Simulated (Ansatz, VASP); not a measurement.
# Ta in VASP and in Ansatz

POSCAR

```
Ta
1.0
   -1.6925620000      1.6925620000      1.7338440000
    1.6925620000     -1.6925620000      1.7338440000
    1.6925620000      1.6925620000     -1.7338440000
Ta
1
Direct
    0.0000000000      0.0000000000      0.0000000000
```

Contents of INCAR.step1:

```
PREC = Accurate
ENCUT = 520
ISMEAR = 0
SIGMA = 0.15
LREAL = F
LASPH = T
NELM = 60
NBANDS = 12
GGA = PE
ALGO = Normal
EDIFF = 1E-4
LWAVE = T
LCHARG = F
```

INCAR.step2

```
PREC = Accurate
ENCUT = 520
EDIFF = 1E-6
ISMEAR = 0
SIGMA = 0.15
LREAL = F
LASPH = T
NELM = 60
ALGO = Normal
ISIF = 2
LWAVE = F
LCHARG = T
METAGGA = R2SCAN
LMIXTAU = T
LELF = T
LVHAR = T
NBANDS = 12
ISTART = 1
```

KPOINTS

```
Automatic mesh
0
Gamma
  20 20 20
```

Input for Ansatz:

```yaml
crystal:
  lattice:
    - [-1.692562, 1.692562, 1.733844]
    - [1.692562, -1.692562, 1.733844]
    - [1.692562, 1.692562, -1.733844]
  atoms:
    - { symbol: Ta, position: [0.0, 0.0, 0.0] }
basis:
  ecutwfc: 500
kpoints:
  mp_grid: { grid: [20, 20, 20] }
hamiltonian:
  xc: r2scan
scf:
  occupations: { method: gaussian, width: 0.15 }
output:
  forces: true
  stress: true
  eigenvalues: true
```

Change from the starting cell: strain +0.025 along x and y, +0.050 along z, atoms carried along.

Alike in both runs: task single point; functional r2SCAN; k mesh 20 × 20 × 20; occupations gaussian, width 0.15 eV; no spin polarisation.

```csv
,VASP,Ansatz
version,VASP 6.6.1,Ansatz 0.2.0
potentials or method,"VASP PAW PBE potentials, release 64 (Ta_pv), cutoff 520 eV","scalar-relativistic, plane waves, PAW"
valence electrons in the cell,11,13
```

Ansatz gave:

* gap on the k mesh at the Fermi level (eV): none
* pressure (GPa): -16.2
* traceless stress, the component that is largest in VASP (GPa): -1.24

Which values does VASP return?

gap on the k mesh at the Fermi level (eV): none; pressure (GPa): -15.8; traceless stress, the component that is largest in VASP (GPa): -1.24.

VASP's potentials were made for PBE, not for r2SCAN. A gap of «none» marks a metal or a gap that the smearing closes. VASP's potentials hold 11 valence electrons a cell and Ansatz's 13, so a difference there can come from the potentials and not from the codes.

Neither program's run includes spin-orbit coupling.
